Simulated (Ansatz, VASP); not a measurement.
# One calculation of MgCd3O, two programs

```
Mg Cd O
1.0
     4.71371    0.00000    0.00000
     0.00000    4.71371    0.00000
     0.00000    0.00000    4.71371
Mg Cd O
1 3 1
Direct
  0.00000 0.00000 0.00000
  0.00000 0.50000 0.50000
  0.50000 0.00000 0.50000
  0.50000 0.50000 0.00000
  0.50000 0.50000 0.50000
```

Alike in both runs: task relaxation of cell and atoms; functional PBE; k mesh 4 × 4 × 4; occupations gaussian, width 0.1 eV; no spin polarisation.

```csv
,VASP,Ansatz
version,VASP 6.6.1,Ansatz 0.2.0
potentials or method,"VASP PAW PBE potentials, release 64 (Mg, Cd, O), cutoff 600 eV","scalar-relativistic, plane waves, PAW"
valence electrons in the cell,44,76
```

|  | VASP | Ansatz | Ansatz less VASP |
| --- | --- | --- | --- |
| gap on the k mesh at the Fermi level, each at its own relaxed structure (eV) | none | none | - |
| relaxed volume (Å³/atom) | 20.75 | 20.63 | -0.120 |
| relaxed cell length with the largest relative difference (Å) | 4.699 | 4.690 | -0.0091 |

A gap of «none» marks a metal or a gap that the smearing closes. VASP's potentials hold 44 valence electrons a cell and Ansatz's 76, so a difference there can come from the potentials and not from the codes.
